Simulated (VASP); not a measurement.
Crystal: BiTe.

```xyz
12
Lattice="4.4220 0.0000 0.0000 -2.2110 3.8296 0.0000 0.0000 0.0000 24.0500" Properties=species:S:1:pos:R:3 pbc="T T T"
Bi    0.0000    0.0000    3.0111
Bi    0.0000    0.0000   21.0389
Bi    0.0000    2.5530    7.0274
Bi    2.2110    1.2765   17.0226
Bi    2.2110    1.2765   11.0462
Bi    0.0000    2.5530   13.0038
Te    0.0000    2.5530    1.2747
Te    2.2110    1.2765   22.7753
Te    2.2110    1.2765    5.0770
Te    0.0000    2.5530   18.9730
Te    0.0000    0.0000    8.7326
Te    0.0000    0.0000   15.3174
```

* Program: VASP 6.6.1
* Task: relaxation of cell and atoms
* Functional: PBE
* Potentials or basis: VASP PAW PBE potentials, release 64 (Bi_d, Te)
* Cutoff: 600 eV
* k mesh: 6 × 6 × 1
* Occupations: gaussian, width 0.1 eV
* Spin: no spin polarisation

At the start: pressure 1.6 GPa; volume 33.94 Å³/atom.

Question: Where does the relaxation end?

Answer: Over 16 steps the energy falls by 26.9 meV/atom and the volume is 36.03 Å³/atom (+6.1 %); space group P-3m1 (No. 164, to 0.1 Å) before and after.

The path:
| step | energy change (eV) | largest force (eV/Å) | pressure (GPa) | volume (Å³) |
| --- | --- | --- | --- | --- |
| 1 | 0.0000 | 1.2301 | 1.56 | 407.27 |
| 2 | -0.1921 | 0.8941 | -0.63 | 427.00 |
| 3 | -0.1938 | 0.8585 | -0.84 | 429.11 |
| 4 | -0.2942 | 0.2162 | -0.24 | 426.09 |
| 5 | -0.3012 | 0.1238 | 0.00 | 425.08 |
| 6 | -0.3066 | 0.0915 | 0.06 | 425.00 |
| 7 | -0.3101 | 0.0537 | 0.13 | 424.91 |
| 8 | -0.3086 | 0.1916 | 0.30 | 424.71 |
| 9 | -0.3109 | 0.1001 | 0.19 | 424.84 |
| 10 | -0.3138 | 0.0949 | -0.06 | 427.52 |
| 11 | -0.3139 | 0.0938 | -0.10 | 427.96 |
| 12 | -0.3165 | 0.0675 | -0.08 | 428.12 |
| 13 | -0.3201 | 0.0789 | 0.02 | 428.57 |
| 14 | -0.3222 | 0.0509 | 0.03 | 429.13 |
| 15 | -0.3237 | 0.0465 | 0.05 | 430.25 |
| 16 | -0.3231 | 0.0273 | -0.16 | 432.30 |

Final structure:
```yaml
crystal:
  lattice:
    - [4.49534, 0.00000, 0.00000]
    - [-2.24767, 3.89307, 0.00000]
    - [0.00000, 0.00000, 24.70202]
  atoms:
    - { symbol: Bi, position: [0.00000, 0.00000, 0.12656] }
    - { symbol: Bi, position: [0.00000, 0.00000, 0.87344] }
    - { symbol: Bi, position: [0.33333, 0.66667, 0.29066] }
    - { symbol: Bi, position: [0.66667, 0.33333, 0.70934] }
    - { symbol: Bi, position: [0.66667, 0.33333, 0.46611] }
    - { symbol: Bi, position: [0.33333, 0.66667, 0.53389] }
    - { symbol: Te, position: [0.33333, 0.66667, 0.05775] }
    - { symbol: Te, position: [0.66667, 0.33333, 0.94225] }
    - { symbol: Te, position: [0.66667, 0.33333, 0.20929] }
    - { symbol: Te, position: [0.33333, 0.66667, 0.79071] }
    - { symbol: Te, position: [0.00000, 0.00000, 0.36041] }
    - { symbol: Te, position: [0.00000, 0.00000, 0.63959] }
```

Caveat: this functional lacks dispersion, which binds the layers, so the pressure and a relaxed spacing across them are unreliable.
